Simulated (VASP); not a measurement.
# WS2 (Tungstenite) (P6_3/mmc) in VASP: further runs

The runs below take WS2 (Tungstenite) through single point, with PBE, r2SCAN.

Everything below comes from runs of VASP 6.6.1. Logs are shortened: lines on timing, memory, paths and dates and some standing lists are left out, and cuts for length are marked.

### 1 The cell of the first run

It takes space group P6_3/mmc (No. 194, hexagonal). The conventional cell has a = 3.170 Å, b = 3.170 Å, c = 12.491 Å, α = 90.00°, β = 90.00°, γ = 120.00°. Within 3.2 Å of W (site symmetry -6m2) lie 6 S at 2.41 Å and 6 W at 3.17 Å. Within 3.2 Å of S (site symmetry 3m) lie 3 W at 2.41 Å and 7 S at 3.13 to 3.17 Å.

### 2 Single point, PBE

INCAR reads:

```
PREC     = Accurate       # precision mode
ENCUT    = 520            # plane-wave cutoff, eV
EDIFF    = 1E-6           # SCF threshold, eV
ISMEAR   = 0              # smearing method
SIGMA    = 0.01           # smearing width, eV
LREAL    = F              # projectors in reciprocal space
LASPH    = T              # aspherical terms in the spheres
NELM     = 80             # most SCF steps
ALGO     = Normal         # electronic algorithm
ISIF     = 2              # what is computed and relaxed
LWAVE    = F              # write WAVECAR
LCHARG   = F              # write CHGCAR
GGA      = PE             # functional
NBANDS   = 35             # bands
```

KPOINTS reads:

```
Automatic mesh
0
Gamma
  12 12 2
```

POSCAR reads:

```
WS2
1.0
    3.1699447112      0.0000000000      0.0000000000
   -1.5849723556      2.7452526485      0.0000000000
    0.0000000000      0.0000000000     12.4911159094
W S
2 4
Direct
    0.3333333333      0.6666666667      0.2500000000
    0.6666666667      0.3333333333      0.7500000000
    0.3333333333      0.6666666667      0.6248924636
    0.6666666667      0.3333333333      0.1248924636
    0.3333333333      0.6666666667      0.8751075364
    0.6666666667      0.3333333333      0.3751075364
```

Potentials or basis: VASP PAW PBE potentials, release 64 (W_sv, S).

Run with:

```console
$ cat potpaw_PBE.64/W_sv/POTCAR potpaw_PBE.64/S/POTCAR > POTCAR
$ mpirun -np 1 vasp_std > vasp.out
```

OUTCAR:

```text
PREC = Accurate
   ENCUT = 520
   EDIFF = 1E-6
   ISMEAR = 0
   LREAL = F
   LASPH = T
   NELM = 80
   ISIF = 2
   GGA = PE

 ion  position               nearest neighbor table
   1  0.333  0.667  0.250-   4 2.41   6 2.41   4 2.41   6 2.41   4 2.41   6 2.41
   2  0.667  0.333  0.750-   3 2.41   5 2.41   3 2.41   5 2.41   3 2.41   5 2.41
   3  0.333  0.667  0.625-   2 2.41   2 2.41   2 2.41
   4  0.667  0.333  0.125-   1 2.41   1 2.41   1 2.41
   5  0.333  0.667  0.875-   2 2.41   2 2.41   2 2.41
   6  0.667  0.333  0.375-   1 2.41   1 2.41   1 2.41

  LATTYP: Found a hexagonal cell.
 ALAT       =     3.1699447112
 C/A-ratio  =     3.9404838404

  Lattice vectors:

 A1 = (   3.1699447112,   0.0000000000,   0.0000000000)
 A2 = (  -1.5849723556,   2.7452526485,   0.0000000000)
 A3 = (   0.0000000000,   0.0000000000,  12.4911159094)

Analysis of symmetry for initial positions (statically):
=====================================================================
 Subroutine PRICEL returns:
 Original cell was already a primitive cell.

 Routine SETGRP: Setting up the symmetry group for a
 hexagonal supercell.

 Subroutine GETGRP returns: Found 24 space group operations
 (whereof 12 operations were pure point group operations)
 out of a pool of 24 trial point group operations.

The static configuration has the point symmetry D_3d.
 The point group associated with its full space group is D_6h.

Analysis of symmetry for dynamics (positions and initial velocities):
=====================================================================
 Subroutine PRICEL returns:
 Original cell was already a primitive cell.

 Routine SETGRP: Setting up the symmetry group for a
 hexagonal supercell.

 Subroutine GETGRP returns: Found 24 space group operations
 (whereof 12 operations were pure point group operations)
 out of a pool of 24 trial point group operations.

The dynamic configuration has the point symmetry D_3d.
 The point group associated with its full space group is D_6h.

 Subroutine INISYM returns: Found 24 space group operations
 (whereof 12 operations are pure point group operations),
 and found     1 'primitive' translations

----------------------------------------------------------------------------------------

                                     Primitive cell
[... 87 lines left out ...]
   NGX,Y,Z   is equivalent  to a cutoff of  12.59, 12.59, 12.78 a.u.
   NGXF,Y,Z  is equivalent  to a cutoff of  25.17, 25.17, 25.55 a.u.
 SYSTEM =  unknown system
   PREC   = accura    normal or accurate (medium, high low for compatibility)
   ISTART =      0    job   : 0-new  1-cont  2-samecut
   ICHARG =      2    charge: 1-file 2-atom 10-const
   ISPIN  =      1    spin polarized calculation?
   LNONCOLLINEAR =      F non collinear calculations
   LSORBIT =      F    spin-orbit coupling
   LASPH  =      T    aspherical Exc in radial PAW
   ENCUT  =  520.0 eV  38.22 Ry    6.18 a.u.   5.89  5.89 23.23*2*pi/ulx,y,z
   NELM   =     80;   NELMIN=  2; NELMDL= -5     # of ELM steps
   EDIFF  = 0.1E-05   stopping-criterion for ELM
   LREAL  =      F    real-space projection
[... 7 lines left out ...]
   TEBEG  =    0.0;   TEEND  =   0.0 temperature during run
   PSTRESS=    0.0 pullay stress
   NELECT =      52.0000    total number of electrons
   NUPDOWN=      -1.0000    fix difference up-down
   EMIN   =  10.00;   EMAX   =-10.00  energy-range for DOS
   EFERMI =   0.00;   METHOD = LEGACY
   ISMEAR =     0;   SIGMA  =   0.01  broadening in eV -4-tet -1-fermi 0-gaus
   EFERMI_NEDOS =   21; number of points for ismear=-14 and -15
   IALGO  =     38    algorithm
   IMIX   =      4    mixing-type and parameters
     AMIX     =   0.40;   BMIX     =  1.00
     AMIX_MAG =   1.60;   BMIX_MAG =  1.00
  volume/ion in A,a.u.               =      18.12       122.26
  Fermi-wavevector in a.u.,A,eV,Ry     =   1.280356  2.419523 22.304199  1.639312
  Thomas-Fermi vector in A             =   2.412789
   LORBIT       =      0    0 simple, 1 ext, 2 COOP (PROOUT), +10 PAW based schemes
   GGA     = PE    functional components
   LHFCALC =     F    Hartree Fock is set to
   AEXX    =    0.0000 exact exchange contribution
   IVDW    =     0    specifies the selected vdW correction
   LEPSILON=     F    determine dielectric tensor
   LRPA    =     F    only Hartree local field effects (RPA)
 non-spin polarized calculation
 Gauss-broadening in eV      SIGMA  =   0.01
  energy-cutoff  :      520.00
  volume of cell :      108.70
 maximum number of plane-waves:      2947
 NGX is ok and might be reduce to    24
   NGX = 11   NGY = 11   NGZ = 47

 number of electron      52.0000003 magnetization

 Free energy of the ion-electron system (eV)
  ---------------------------------------------------
  ext. energy  EPLUGINS =         0.00000000
  ---------------------------------------------------
  free energy    TOTEN  =       -47.27013069 eV

  energy without entropy =      -47.27013069  energy(sigma->0) =      -47.27013069

 E-fermi :   7.2544     XC(G=0): -10.8091

 val. band max:        7.1928702552   @ k =   0.0000   0.0000   0.0000
 cond. band min:       8.2547274385   @ k =   0.1667   0.1667   0.0000
 fundamental gap:      1.0618571834
 Fermi energy:         7.2543614105

 k-point     1 :       0.0000    0.0000    0.0000
  band No.  band energies     occupation
      1     -67.4169      2.00000
      2     -67.4169      2.00000
      3     -31.6653      2.00000
      4     -31.6652      2.00000
      5     -31.5060      2.00000
      6     -31.5060      2.00000
[... 901 lines left out ...]
     34      11.0973      0.00000
     35      13.1790      0.00000

 [... further k-points ...]
[... 5 lines left out ...]
  --------------------------------------------------------------------------------------
  -------------------------------------------------------------------------------------
  Total        1.8941498      1.8941498      2.8257311      0.0000000      0.0000000     -0.0000000
  in kB       27.9183442     27.9183442     41.6491527      0.0000000      0.0000000     -0.0000000
  external PRESSURE =      32.4952804 kB  Pullay stress =       0.0000000 kB

 VOLUME and BASIS-vectors are now :
 -----------------------------------------------------------------------------
  energy-cutoff  :      520.00
  volume of cell :      108.70
      direct lattice vectors                 reciprocal lattice vectors
     3.169944711  0.000000000  0.000000000     0.315462915  0.182132599  0.000000000
    -1.584972356  2.745252649  0.000000000     0.000000000  0.364265198  0.000000000
     0.000000000  0.000000000 12.491115909     0.000000000  0.000000000  0.080056899

 POSITION                                       TOTAL-FORCE (eV/Angst)
 -----------------------------------------------------------------------------------
     -0.00000      1.83017      3.12278        -0.000000      0.000000      0.000000
      1.58497      0.91508      9.36834        -0.000000     -0.000000      0.000000
     -0.00000      1.83017      7.80560        -0.000000      0.000000     -0.197962
      1.58497      0.91508      1.56005         0.000000     -0.000000     -0.197962
     -0.00000      1.83017     10.93107        -0.000000      0.000000      0.197962
      1.58497      0.91508      4.68551         0.000000     -0.000000      0.197962
 -----------------------------------------------------------------------------------
    total drift:                               -0.000000      0.000000     -0.000000

  FREE ENERGIE OF THE ION-ELECTRON SYSTEM (eV)
  ---------------------------------------------------
  free  energy   TOTEN  =       -47.2701306858 eV

  energy  without entropy=      -47.2701306858  energy(sigma->0) =      -47.27013069
```

OSZICAR:

```text
N       E                     dE             d eps       ncg     rms          rms(c)
DAV:   1     0.516324810583E+03    0.51632E+03   -0.28383E+04  2916   0.148E+03
DAV:   2    -0.155198265322E+02   -0.53184E+03   -0.51337E+03  3070   0.409E+02
DAV:   3    -0.491445372851E+02   -0.33625E+02   -0.33049E+02  3295   0.977E+01
DAV:   4    -0.499733940853E+02   -0.82886E+00   -0.82547E+00  3215   0.160E+01
DAV:   5    -0.499904347062E+02   -0.17041E-01   -0.17031E-01  3212   0.245E+00    0.380E+01
DAV:   6    -0.476268309917E+02    0.23636E+01   -0.83520E+00  3010   0.194E+01    0.164E+01
DAV:   7    -0.474035611252E+02    0.22327E+00   -0.25323E+00  2903   0.830E+00    0.671E+00
DAV:   8    -0.472703376635E+02    0.13322E+00   -0.38142E-01  3037   0.425E+00    0.209E+00
DAV:   9    -0.472726888931E+02   -0.23512E-02   -0.47238E-02  3179   0.113E+00    0.114E+00
DAV:  10    -0.472706281611E+02    0.20607E-02   -0.24886E-02  3144   0.100E+00    0.385E-01
DAV:  11    -0.472701137195E+02    0.51444E-03   -0.43725E-03  2887   0.397E-01    0.180E-01
DAV:  12    -0.472701007072E+02    0.13012E-04   -0.18275E-04  3044   0.756E-02    0.708E-02
DAV:  13    -0.472701281748E+02   -0.27468E-04   -0.29931E-05  2954   0.308E-02    0.547E-02
DAV:  14    -0.472701312805E+02   -0.31056E-05   -0.22530E-05  3028   0.275E-02    0.316E-02
DAV:  15    -0.472701306858E+02    0.59465E-06   -0.37055E-06  2760   0.129E-02
   1 F= -.47270131E+02 E0= -.47270131E+02  d E =-.742427E-21
```

Run time: 2.9 min. Hardware: 1 thread of Intel Xeon 8259CL, shared host; peak memory 0.29 GiB.

Results:

- Free energy: -47.2701 eV
- Pressure: 3.2 GPa
- Largest force: 0.198 eV/Å
- Band gap on the k mesh: 1.06 eV, indirect (least direct gap 1.78 eV)

Forces in eV/Å, atoms in the order of the input:
```
W    0.000  0.000  0.000
W    0.000  0.000  0.000
S    0.000  0.000 -0.198
S    0.000  0.000 -0.198
S    0.000  0.000  0.198
S    0.000  0.000  0.198
```

Levels at points of the mesh, in eV from the valence-band top:
| k point | band 24 | band 25 | band 26 | band 27 | band 28 | band 29 |
| --- | --- | --- | --- | --- | --- | --- |
| (0.00, 0.00, 0.00) | -1.58 | -1.10 | 0.00 | 2.29 | 2.29 | 2.30 |
| (0.50, 0.00, 0.00) | -1.82 | -1.66 | -1.50 | 2.27 | 2.31 | 2.61 |
| (0.00, 0.00, 0.50) | -2.25 | -0.31 | -0.31 | 2.29 | 2.29 | 2.29 |
| (0.50, 0.00, 0.50) | -1.90 | -1.57 | -1.57 | 2.29 | 2.29 | 2.75 |

Caveat: spin-orbit coupling is left out, which moves the levels of the heavy elements; this functional lacks dispersion, which binds the layers, so the pressure and a relaxed spacing across them are unreliable. A hybrid or GW would open this gap; PBE tends to underestimate it.

### 3 Single point, r2SCAN

POSCAR is that of step 2.

INCAR.step1 reads:

```
SYSTEM = WS2
ALGO = Normal
EDIFF = 1E-4
ENCUT = 520
GGA = PE
ISMEAR = 0
LASPH = .TRUE.
LCHARG = .FALSE.
LREAL = .FALSE.
LWAVE = .TRUE.
NBANDS = 35
NELM = 100
PREC = Accurate
SIGMA = 0.01
```

INCAR.step2 reads:

```
SYSTEM = WS2
ALGO = Normal
EDIFF = 1E-6
ENCUT = 520
ISIF = 2
ISMEAR = 0
ISTART = 1
LASPH = .TRUE.
LCHARG = .FALSE.
LMIXTAU = .TRUE.
LREAL = .FALSE.
LWAVE = .FALSE.
METAGGA = R2SCAN
NBANDS = 35
NELM = 100
PREC = Accurate
SIGMA = 0.01
```

KPOINTS reads:

```
k-points
0
G
  12 12 2
  0 0 0
```

Potentials or basis: VASP PAW PBE potentials, release 64 (W_sv, S).

Run with:

```console
$ cat potpaw_PBE.64/W_sv/POTCAR potpaw_PBE.64/S/POTCAR > POTCAR
$ cp INCAR.step1 INCAR
$ mpirun -np 1 vasp_std > vasp.out
$ cp INCAR.step2 INCAR
$ mpirun -np 1 vasp_std > vasp.out
```

Run time: 9.8 min. Hardware: 1 thread of Intel Xeon 8259CL, shared host; peak memory 0.31 GiB.

It converged, with:

- Free energy: -140.1408 eV
- Pressure: 1.4 GPa
- Largest force: 0.030 eV/Å
- Band gap on the k mesh: 1.17 eV, indirect (least direct gap 1.90 eV)

Forces in eV/Å, atoms in the order of the input:
```
W    0.000  0.000  0.000
W    0.000  0.000  0.000
S    0.000  0.000  0.030
S    0.000  0.000  0.030
S    0.000  0.000 -0.030
S    0.000  0.000 -0.030
```

Stress tensor (GPa, compression positive):
```
1.53 0.00 0.00
0.00 1.53 0.00
0.00 0.00 1.26
```

Levels at points of the mesh, in eV from the valence-band top:
```csv
k point,band 22,band 23,band 24,band 25,band 26,band 27,band 28,band 29,band 30,band 31
"(0.00, 0.00, 0.00)",-2.38,-2.38,-1.72,-1.14,0.00,2.44,2.44,2.45,2.45,2.51
"(0.50, 0.00, 0.00)",-2.89,-2.14,-1.98,-1.75,-1.59,2.39,2.43,2.73,2.97,3.46
"(0.00, 0.00, 0.50)",-2.40,-2.40,-2.40,-0.33,-0.33,2.44,2.44,2.44,2.44,2.60
"(0.50, 0.00, 0.50)",-2.99,-2.06,-2.06,-1.66,-1.66,2.41,2.41,2.87,2.87,3.75
```

Caveat: the PAW data sets were made with another functional, which shifts forces and pressure a little; spin-orbit coupling is left out, which moves the levels of the heavy elements.

### 4 Single point, PBE, non-collinear spin, zero start, spin-orbit coupling

INCAR reads:

```
SYSTEM = WS2
PREC = Accurate
ENCUT = 520
EDIFF = 1E-6
ISMEAR = -1
SIGMA = 0.02
LREAL = .False.
LASPH = .True.
NELM = 150
ALGO = Normal
ISIF = 2
LWAVE = .False.
LCHARG = .False.
MAGMOM = 0 0 0 0 0 0 0 0 0 0 0 0 0 0 0 0 0 0
LORBIT = 11
LSORBIT = .True.
GGA_COMPAT = .False.
LORBMOM = .True.
LMAXMIX = 4
GGA = PE
NBANDS = 68
```

KPOINTS reads:

```
Automatic mesh
0
Gamma
  12 12 2
  0 0 0
```

POSCAR reads:

```
WS2
1.0
    3.1699447091      0.0000000000      0.0000000000
   -1.5849723546      2.7452526467      0.0000000000
    0.0000000000      0.0000000000     12.4911158352
W S
2 4
Direct
    0.3333333333      0.6666666667      0.2500000000
    0.6666666667      0.3333333333      0.7500000000
    0.3333333333      0.6666666667      0.6248924628
    0.6666666667      0.3333333333      0.1248924628
    0.3333333333      0.6666666667      0.8751075372
    0.6666666667      0.3333333333      0.3751075372
```

Run with:

```console
$ cat potpaw_PBE.64/W_sv/POTCAR potpaw_PBE.64/S/POTCAR > POTCAR
$ mpirun -np 1 vasp_ncl > vasp.out
```

Run time: 11 min. Hardware: 1 thread of Oxide Virtual Turin-like, shared host; peak memory 0.64 GiB.

Results (log left out):

| Property | Result |
| --- | --- |
| Free energy | -48.7849 eV |
| Pressure | 3.5 GPa |
| Largest force | 0.223 eV/Å |
| Net moment | 0.00 μB per cell |
| Valence electrons inside the program's atomic spheres | W 12.05; S 3.73 |

Forces on the atoms (eV/Å):
```
W    0.000  0.000  0.000
W    0.000  0.000  0.000
S    0.000  0.000 -0.223
S    0.000  0.000 -0.223
S    0.000  0.000  0.223
S    0.000  0.000  0.223
```

Stress tensor (GPa, compression positive):
```
3.07 0.00 0.00
0.00 3.07 0.00
0.00 0.00 4.36
```

Moments on the atoms (μB; x, y, z):
```
W   0.00 0.00 0.00
W   0.00 0.00 0.00
S   0.00 0.00 0.00
S   0.00 0.00 0.00
S   0.00 0.00 0.00
S   0.00 0.00 0.00
```

Caveat: this functional lacks dispersion, which binds the layers, so the pressure and a relaxed spacing across them are unreliable.

### 5 The runs side by side

```csv
level,spin,smearing,gap on the mesh (eV),pressure (GPa),largest force (eV/Å)
PBE,off,gaussian 0.01 eV,1.06,3.2,0.20
r2SCAN,off,gaussian 0.01 eV,1.17,1.4,0.03
PBE,"non-collinear, zero start, SOC",fermi-dirac 0.02 eV,-,3.5,0.22
```

Alike in all rows: task single point; potentials or basis VASP PAW PBE potentials, release 64 (W_sv, S); cell as given; k mesh 12 × 12 × 2; cutoff (eV) 520.

The pressure there spans 1.4 GPa (r2SCAN) to 3.5 GPa (PBE); a positive pressure means that this level wants a larger cell, a negative one a smaller.

Caveats: spin-orbit coupling is left out, which moves the levels of the heavy elements (some runs); this functional lacks dispersion, which binds the layers, so the pressure and a relaxed spacing across them are unreliable (some runs); the PAW data sets were made with another functional, which shifts forces and pressure a little (some runs).

Total energies depend on the potentials used, so only differences within one code and one set of settings carry meaning.
